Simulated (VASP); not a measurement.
# P: single point with LDA

Crystal: P.

```
CELL_PARAMETERS angstrom
1.63668 -5.42836 0.00000
1.63668 5.42836 0.00000
0.00000 0.00000 4.51314
ATOMIC_POSITIONS crystal
P 0.90414 0.09586 0.58882
P 0.09586 0.90414 0.41118
P 0.59586 0.40414 0.08882
P 0.40414 0.59586 0.91118
```

This cell differs from its parent crystal: volume scaled by 0.98.

- Program: VASP 6.6.1
- Task: single point
- Functional: LDA
- Potentials or basis: VASP PAW LDA potentials, release 64 (P)
- Cutoff: 520 eV
- k mesh: 8 × 8 × 6
- Occupations: fermi-dirac, width 0.05 eV
- Spin: no spin polarisation
- Dipole correction: no
- Further INCAR settings: ALGO = Normal; EDIFF = 1e-06; NBANDS = 18

The pressure is -0.9 GPa, the largest force is 0.313 eV/Å and the band gap on the k mesh is 0.04 eV, direct.

Forces on the atoms (eV/Å):
```
P    0.000  0.167 -0.264
P    0.000 -0.167  0.264
P    0.000 -0.167 -0.264
P    0.000  0.167  0.264
```

Stress tensor (GPa, compression positive):
```
-1.10  0.00  0.00
 0.00 -0.66  0.00
 0.00  0.00 -0.88
```

Levels at points of the mesh, in eV from the valence-band top:
```csv
k point,band 7,band 8,band 9,band 10,band 11,band 12,band 13,band 14
"(0.00, 0.00, 0.00)",-4.12,-2.90,-2.60,-1.25,0.48,0.93,1.87,2.84
"(0.50, 0.00, 0.00)",-3.44,-3.44,-2.69,-2.69,0.56,0.56,1.35,1.35
"(0.50, 0.50, 0.00)",-4.22,-2.43,-1.63,0.00,0.04,0.70,2.11,2.72
"(0.00, 0.00, 0.50)",-3.32,-3.32,-1.67,-1.67,1.42,1.42,2.88,2.88
"(0.50, 0.00, 0.50)",-5.39,-5.39,-1.83,-1.83,1.56,1.56,3.41,3.41
"(0.50, 0.50, 0.50)",-2.81,-2.81,-1.99,-1.99,1.36,1.36,2.51,2.51
```

Run time: 110 s on 1 thread of Intel Xeon 6975P-C (shared host), peak memory 0.24 GiB.

 A k mesh can miss the band edges.
